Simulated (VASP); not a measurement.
Mg, 1 atom in the cell. Symmetry: Fm-3m, No. 225, cubic system. Conventional cell: a = 4.699 Å, b = 4.699 Å, c = 4.699 Å, α = 90.00°, β = 90.00°, γ = 90.00°. Within 4.4 Å of Mg (site symmetry m-3m) lie 12 Mg at 3.32 Å.  This cell differs from its parent crystal: volume scaled by 1.12.

- Program: VASP 6.6.1
- Task: single point
- Functional: PBE
- Potentials or basis: VASP PAW PBE potentials, release 64 (Mg)
- Cutoff: 520 eV
- k mesh: 14 × 14 × 14
- Occupations: fermi-dirac, width 0.1 eV
- Spin: no spin polarisation
- Dipole correction: no
- Further INCAR settings: ALGO = Normal; EDIFF = 1e-06; NBANDS = 7

Potentials or basis: VASP PAW PBE potentials, release 64 (Mg).

The run is started by

```console
$ cat potpaw_PBE.64/Mg/POTCAR > POTCAR
$ mpirun -np 1 vasp_std > vasp.out
```

Hardware: 1 thread of Intel(R) Xeon(R) Platinum 8488C (Sapphire Rapids), on a shared host.

Problem. Estimate the wall time of this run.

Solution. Run time: 10 s on 1 thread of Intel(R) Xeon(R) Platinum 8488C (Sapphire Rapids), with other jobs on the host, peak memory 0.16 GiB. Counts: scf iterations 9, k points 104.
